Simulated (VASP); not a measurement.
# NaSiO3: single point with LDA

The system is NaSiO3.

```
Na Si O
1.0
     3.56125    0.00000    0.00000
     0.00000    3.56125    0.00000
     0.00000    0.00000    3.56125
Na Si O
1 1 3
Direct
  0.00000 0.00000 0.00000
  0.50000 0.50000 0.50000
  0.50000 0.50000 0.00000
  0.50000 0.00000 0.50000
  0.00000 0.50000 0.50000
```

```json
{
  "Program": "VASP 6.6.1",
  "Task": "single point",
  "Functional": "LDA",
  "Potentials or basis": "VASP PAW LDA potentials, release 64 (Na_pv, Si, O)",
  "Cutoff": "600 eV",
  "k mesh": "3 × 3 × 3",
  "Occupations": "fermi-dirac, width 0.1 eV",
  "Spin": "no spin polarisation"
}
```

```yaml
Pressure: -10.6 GPa
Band_gap_on_the_k_mesh: zero (an odd number of electrons rules out a gap without spin polarisation)
```

Levels at points of the mesh, in eV from the Fermi level:
```
           k point  band 12  band 13  band 14  band 15  band 16  band 17  band 18  band 19
(0.00, 0.00, 0.00)    -1.01    -0.78    -0.78    -0.78     4.53     7.03    12.11    12.11
```

Run time: 3.8 s on 1 thread of Intel(R) Xeon(R) Platinum 8259CL CPU @ 2.50GHz (Skylake/Cascade Lake), on a shared host, peak memory 0.13 GiB.

Caveat: the k points lie up to 0.59 Å⁻¹ apart, too coarse for converged energies and pressures of a metal; an odd number of electrons without spin polarisation forces a metal; a magnetic or distorted state may lie lower.
